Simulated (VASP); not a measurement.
# C (Amm2) in VASP: notebook, part 2 of 2

VASP 6.6.1.

**3. Single point, PBE**

The COD entry that gives the cell may itself be a prediction, so a difference from it is no test against experiment.

Contents of INCAR:

```
SYSTEM = C
PREC     = Accurate       ! precision mode
ENCUT    = 520            ! plane-wave cutoff, eV
EDIFF    = 1E-6           ! SCF threshold, eV
ISMEAR   = 0              ! smearing method
SIGMA    = 0.05           ! smearing width, eV
LREAL    = .False.        ! projectors in reciprocal space
LASPH    = .True.         ! aspherical terms in the spheres
NELM     = 100            ! most SCF steps
ALGO     = Normal         ! electronic algorithm
ISIF     = 2              ! what is computed and relaxed
LWAVE    = .False.        ! write WAVECAR
LCHARG   = .False.        ! write CHGCAR
GGA      = PE             ! functional
NBANDS   = 26             ! bands
```

Contents of KPOINTS:

```
Automatic mesh
0
Gamma
  12 12 4
  0 0 0
```

Contents of POSCAR:

```
C
1.0
    2.4760125462      0.0000000000      0.0000000000
   -1.2380062731      2.1442897651      0.0000000000
    0.0000000000      0.0000000000      8.1660035800
C
8
Direct
   -0.0027514005     -0.0055028011      0.0929732494
   -0.0027514005     -0.0055028011      0.5929732494
   -0.0027514005     -0.0055028011      0.4070267506
   -0.0027514005     -0.0055028011      0.9070267506
    0.3360847339      0.6721694677      0.1555299995
    0.6694180672      0.3388361344      0.6555299995
    0.3360847339      0.6721694677      0.3444700005
    0.6694180672      0.3388361344      0.8444700005
```

Potentials or basis: VASP PAW PBE potentials, release 64 (C).

On the command line:

```
$ cat potpaw_PBE.64/C/POTCAR > POTCAR
$ mpirun -np 1 vasp_std > vasp.out
```

OUTCAR:

```text
SYSTEM = C
   PREC = Accurate
   ENCUT = 520
   EDIFF = 1E-6
   ISMEAR = 0
   LREAL = .False.
   LASPH = .True.
   NELM = 100
   ISIF = 2
   GGA = PE

 ion  position               nearest neighbor table
   1  0.997  0.994  0.093-   5 1.51   5 1.51   4 1.52   5 1.54
   2  0.997  0.994  0.593-   6 1.50   3 1.52   6 1.53   6 1.53
   3  0.997  0.994  0.407-   7 1.51   7 1.51   2 1.52   7 1.54
   4  0.997  0.994  0.907-   8 1.50   1 1.52   8 1.53   8 1.53
   5  0.336  0.672  0.156-   1 1.51   1 1.51   1 1.54   7 1.54
   6  0.669  0.339  0.656-   2 1.50   2 1.53   2 1.53   8 1.54
   7  0.336  0.672  0.344-   3 1.51   3 1.51   3 1.54   5 1.54
   8  0.669  0.339  0.844-   4 1.50   4 1.53   4 1.53   6 1.54

  LATTYP: Found a hexagonal cell.
 ALAT       =     2.4760125462
 C/A-ratio  =     3.2980461236

  Lattice vectors:

 A1 = (   2.4760125462,   0.0000000000,   0.0000000000)
 A2 = (  -1.2380062731,   2.1442897651,   0.0000000000)
 A3 = (   0.0000000000,   0.0000000000,   8.1660035800)

Analysis of symmetry for initial positions (statically):
=====================================================================
 Subroutine PRICEL returns:
 Original cell was already a primitive cell.

 Routine SETGRP: Setting up the symmetry group for a
 hexagonal supercell.

 Subroutine GETGRP returns: Found  4 space group operations
 (whereof  2 operations were pure point group operations)
 out of a pool of 24 trial point group operations.

The static configuration has the point symmetry C_1h.
 The point group associated with its full space group is C_2v.

Analysis of symmetry for dynamics (positions and initial velocities):
=====================================================================
 Subroutine PRICEL returns:
 Original cell was already a primitive cell.

 Routine SETGRP: Setting up the symmetry group for a
 hexagonal supercell.

[... 134 lines left out ...]
   IALGO  =     38    algorithm
   IMIX   =      4    mixing-type and parameters
     AMIX     =   0.40;   BMIX     =  1.00
     AMIX_MAG =   1.60;   BMIX_MAG =  1.00
  volume/ion in A,a.u.               =       5.42        36.57
  Fermi-wavevector in a.u.,A,eV,Ry     =   1.479481  2.795815 29.781322  2.188865
  Thomas-Fermi vector in A             =   2.593634
   LORBIT       =      0    0 simple, 1 ext, 2 COOP (PROOUT), +10 PAW based schemes
   GGA     = PE    functional components
   LHFCALC =     F    Hartree Fock is set to
   AEXX    =    0.0000 exact exchange contribution
   IVDW    =     0    specifies the selected vdW correction
   LEPSILON=     F    determine dielectric tensor
   LRPA    =     F    only Hartree local field effects (RPA)
 non-spin polarized calculation
 Gauss-broadening in eV      SIGMA  =   0.05
  energy-cutoff  :      520.00
  volume of cell :       43.36
 maximum number of plane-waves:      1190
   NGX =  9   NGY =  9   NGZ = 31

 number of electron      31.9999994 magnetization

 Free energy of the ion-electron system (eV)
  ---------------------------------------------------
  ext. energy  EPLUGINS =         0.00000000
  ---------------------------------------------------
  free energy    TOTEN  =       -72.45451315 eV

  energy without entropy =      -72.45451315  energy(sigma->0) =      -72.45451315

 E-fermi :  10.7822     XC(G=0): -13.4787

 val. band max:       10.5861246597   @ k =   0.0000   0.0000   0.0000
 cond. band min:      15.1656360026   @ k =   0.4167  -0.0000   0.0000
 fundamental gap:      4.5795113429
 Fermi energy:        10.7822173179

 k-point     1 :       0.0000    0.0000    0.0000
  band No.  band energies     occupation
      1     -11.7150      2.00000
      2     -10.0182      2.00000
      3      -9.9129      2.00000
      4      -5.7817      2.00000
      5      -3.5040      2.00000
      6       3.4571      2.00000
[... 685 lines left out ...]
     25      22.2427      0.00000
     26      22.7298      0.00000

 [... further k-points ...]
[... 5 lines left out ...]
  --------------------------------------------------------------------------------------
  -------------------------------------------------------------------------------------
  Total        6.7766993      6.8386834      6.7945432      0.0000000      0.0000000      0.0000000
  in kB      250.4280179    252.7185966    251.0874288      0.0000000      0.0000000      0.0000000
  external PRESSURE =     251.4113478 kB  Pullay stress =       0.0000000 kB

 VOLUME and BASIS-vectors are now :
 -----------------------------------------------------------------------------
  energy-cutoff  :      520.00
  volume of cell :       43.36
      direct lattice vectors                 reciprocal lattice vectors
     2.476012546  0.000000000  0.000000000     0.403875175  0.233177441  0.000000000
    -1.238006273  2.144289765  0.000000000     0.000000000  0.466354882  0.000000000
     0.000000000  0.000000000  8.166003580     0.000000000  0.000000000  0.122458923

 POSITION                                       TOTAL-FORCE (eV/Angst)
 -----------------------------------------------------------------------------------
      1.23801      2.13249      0.75922        -0.000000      0.811872     -0.041627
      1.23801      2.13249      4.84222         0.000000      0.864397     -0.042606
      1.23801      2.13249      3.32378        -0.000000      0.811872      0.041627
      1.23801      2.13249      7.40678         0.000000      0.864397      0.042606
      0.00000      1.44133      1.27006        -0.000000     -0.812155      0.070043
      1.23801      0.72656      5.35306        -0.000000     -0.864114      0.071011
      0.00000      1.44133      2.81294        -0.000000     -0.812155     -0.070043
      1.23801      0.72656      6.89595        -0.000000     -0.864114     -0.071011
 -----------------------------------------------------------------------------------
    total drift:                               -0.000000     -0.000071     -0.000000

  FREE ENERGIE OF THE ION-ELECTRON SYSTEM (eV)
  ---------------------------------------------------
  free  energy   TOTEN  =       -72.4545131538 eV

  energy  without entropy=      -72.4545131537  energy(sigma->0) =      -72.45451315
```

Wall time 67 s (1 thread of AMD EPYC 9R45 (Zen 5), shared host); peak memory 0.18 GiB.

Results:

```yaml
Free_energy: -72.4545 eV
Pressure: 25.1 GPa
Largest_force: 0.867 eV/Å
Band_gap_on_the_k_mesh: 4.58 eV, indirect (least direct gap 5.29 eV)
```

Forces on the atoms (eV/Å):
```
C    0.000  0.812 -0.042
C    0.000  0.864 -0.043
C    0.000  0.812  0.042
C    0.000  0.864  0.043
C    0.000 -0.812  0.070
C    0.000 -0.864  0.071
C    0.000 -0.812 -0.070
C    0.000 -0.864 -0.071
```

Stress tensor (GPa, compression positive):
```
25.04  0.00  0.00
 0.00 25.27  0.00
 0.00  0.00 25.11
```

**4. Single point, PBE**

This run uses another cell than the first one, of 5.56 Å³/atom, 1.026 times its volume.

Contents of INCAR:

```
SYSTEM = C
ALGO = Normal
EDIFF = 1E-6
ENCUT = 520
GGA = PE
ISIF = 2
ISMEAR = 0
LASPH = .True.
LCHARG = .False.
LREAL = .False.
LWAVE = .False.
NBANDS = 26
NELM = 80
PREC = Accurate
SIGMA = 0.05
```

Contents of KPOINTS:

```
k-points
0
Gamma
  12 12 4
  0 0 0
```

Contents of POSCAR:

```
C
1.0
    2.4971642856      0.0000000000      0.0000000000
   -1.2485821428      2.1626077088      0.0000000000
    0.0000000000      0.0000000000      8.2357629922
C
8
Direct
   -0.0055028011     -0.0110056021      0.0929732494
   -0.0055028011     -0.0110056021      0.5929732494
   -0.0055028011     -0.0110056021      0.4070267506
   -0.0055028011     -0.0110056021      0.9070267506
    0.3388361344      0.6776722688      0.1555299995
    0.6721694677      0.3443389355      0.6555299995
    0.3388361344      0.6776722688      0.3444700005
    0.6721694677      0.3443389355      0.8444700005
```

On the command line:

```
$ cat potpaw_PBE.64/C/POTCAR > POTCAR
$ mpirun -np 1 vasp_std > vasp.out
```

Wall time 1.9 min (1 thread of AMD EPYC 9R14 (Zen 4), shared host); peak memory 0.19 GiB.

Results (log left out):

- Free energy: -72.4728 eV
- Pressure: 13.0 GPa
- Largest force: 1.693 eV/Å
- Band gap on the k mesh: 4.30 eV, indirect (least direct gap 4.93 eV)

Forces in eV/Å, atoms in the order of the input:
```
C    0.000  1.492 -0.089
C    0.000  1.690 -0.097
C    0.000  1.492  0.089
C    0.000  1.690  0.097
C    0.000 -1.493  0.108
C    0.000 -1.689  0.115
C    0.000 -1.493 -0.108
C    0.000 -1.689 -0.115
```

Stress tensor (GPa, compression positive):
```
12.77  0.00  0.00
 0.00 13.66  0.00
 0.00  0.00 12.66
```

Levels at points of the mesh, in eV from the valence-band top:
| k point | band 13 | band 14 | band 15 | band 16 | band 17 | band 18 | band 19 | band 20 |
| --- | --- | --- | --- | --- | --- | --- | --- | --- |
| (0.00, 0.00, 0.00) | -1.84 | -0.39 | -0.01 | 0.00 | 4.93 | 4.96 | 5.33 | 7.11 |
| (0.50, 0.00, 0.00) | -5.17 | -4.86 | -3.91 | -3.16 | 4.34 | 5.48 | 5.79 | 5.81 |
| (0.00, 0.50, 0.00) | -5.19 | -4.94 | -3.93 | -3.18 | 4.46 | 5.48 | 5.89 | 5.91 |
| (0.00, 0.00, 0.50) | -1.15 | -1.14 | -0.38 | -0.37 | 5.34 | 5.37 | 6.35 | 6.42 |
| (0.50, 0.00, 0.50) | -5.11 | -4.83 | -3.95 | -3.80 | 4.65 | 4.77 | 6.69 | 7.05 |
| (0.00, 0.50, 0.50) | -5.28 | -4.70 | -4.07 | -3.75 | 4.70 | 4.94 | 6.48 | 7.16 |

Caveat: forces of over 1 eV/Å act on the atoms, so gaps and moduli don't describe the material at rest. A hybrid or GW would open this gap; PBE tends to underestimate it.

**5. Single point, PBE**

This run uses another cell than the first one, of 5.70 Å³/atom, 1.052 times its volume.

Contents of INCAR:

```
SYSTEM = C
PREC = Accurate
ENCUT = 520
EDIFF = 1E-7
ISMEAR = 0
SIGMA = 0.05
LREAL = .False.
LASPH = .True.
NELM = 80
ALGO = Normal
ISIF = 2
LWAVE = .False.
LCHARG = .False.
GGA = PE
NBANDS = 26
```

Contents of KPOINTS:

```
Automatic mesh
0
Gamma
  12 12 4
  0 0 0
```

Contents of POSCAR:

```
C
1.0
    2.5180642186      0.0000000000      0.0000000000
   -1.2590321093      2.1807075817      0.0000000000
    0.0000000000      0.0000000000      8.3046919353
C
8
Direct
   -0.0137570027     -0.0275140053      0.0929732494
   -0.0137570027     -0.0275140053      0.5929732494
   -0.0137570027     -0.0275140053      0.4070267506
   -0.0137570027     -0.0275140053      0.9070267506
    0.3470903360      0.6941806720      0.1555299995
    0.6804236693      0.3608473387      0.6555299995
    0.3470903360      0.6941806720      0.3444700005
    0.6804236693      0.3608473387      0.8444700005
```

On the command line:

```
$ cat potpaw_PBE.64/C/POTCAR > POTCAR
$ mpirun -np 1 vasp_std > vasp.out
```

Wall time 2.2 min (1 thread of AMD EPYC 9R14 (Zen 4), shared host); peak memory 0.19 GiB.

The run converged. Its results:

```
Free energy            : -71.7649 eV
Pressure               : 6.2 GPa
Largest force          : 4.390 eV/Å
Band gap on the k mesh : 3.02 eV, indirect (least direct gap 3.40 eV)
```

Forces in eV/Å, atoms in the order of the input:
```
C    0.000  3.167 -0.440
C    0.000  4.355 -0.553
C    0.000  3.167  0.440
C    0.000  4.355  0.553
C    0.000 -3.174  0.469
C    0.000 -4.348  0.581
C    0.000 -3.174 -0.469
C    0.000 -4.348 -0.581
```

Stress tensor (GPa, compression positive):
```
 4.54  0.00  0.00
 0.00 10.22  0.00
 0.00  0.00  3.85
```

Levels at points of the mesh, in eV from the valence-band top:
```csv
k point,band 13,band 14,band 15,band 16,band 17,band 18,band 19,band 20
"(0.00, 0.00, 0.00)",-1.79,-0.94,-0.05,0.00,3.40,3.51,4.51,5.58
"(0.50, 0.00, 0.00)",-5.55,-5.18,-4.41,-3.59,3.02,4.62,4.64,4.76
"(0.00, 0.50, 0.00)",-5.66,-5.57,-4.51,-3.73,3.65,4.71,5.06,5.31
"(0.00, 0.00, 0.50)",-1.60,-1.52,-0.25,-0.20,3.64,3.73,5.24,5.47
"(0.50, 0.00, 0.50)",-5.70,-5.10,-4.46,-4.10,3.35,3.59,5.65,5.99
"(0.00, 0.50, 0.50)",-6.27,-4.86,-4.86,-4.12,3.79,4.35,5.11,6.32
```

Caveat: forces of over 1 eV/Å act on the atoms, so gaps and moduli don't describe the material at rest. A k mesh can miss the band edges.

**6. Summary**

| cell | gap on the mesh (eV) | pressure (GPa) | largest force (eV/Å) |
| --- | --- | --- | --- |
| a = 2.476, b = 2.476, c = 8.166 Å, angles 90.0, 90.0, 120.0°, 8 atoms | 4.58 | 25.1 | 0.87 |
| a = 2.497, b = 2.497, c = 8.236 Å, angles 90.0, 90.0, 120.0°, 8 atoms | 4.30 | 13.0 | 1.69 |
| a = 2.518, b = 2.518, c = 8.305 Å, angles 90.0, 90.0, 120.0°, 8 atoms | 3.02 | 6.2 | 4.39 |

Some of these runs hold the atoms at other places in the same cell, which the table doesn't show; runs alike in all that it shows share one row.

Alike in all rows: task single point; level PBE; potentials or basis VASP PAW PBE potentials, release 64 (C); no spin polarisation; k mesh 12 × 12 × 4; cutoff (eV) 520; smearing gaussian 0.05 eV.

Caveats: forces of over 1 eV/Å act on the atoms, so gaps and moduli don't describe the material at rest (some runs).

Total energies depend on the potentials used, so only differences within one code and one set of settings carry meaning.
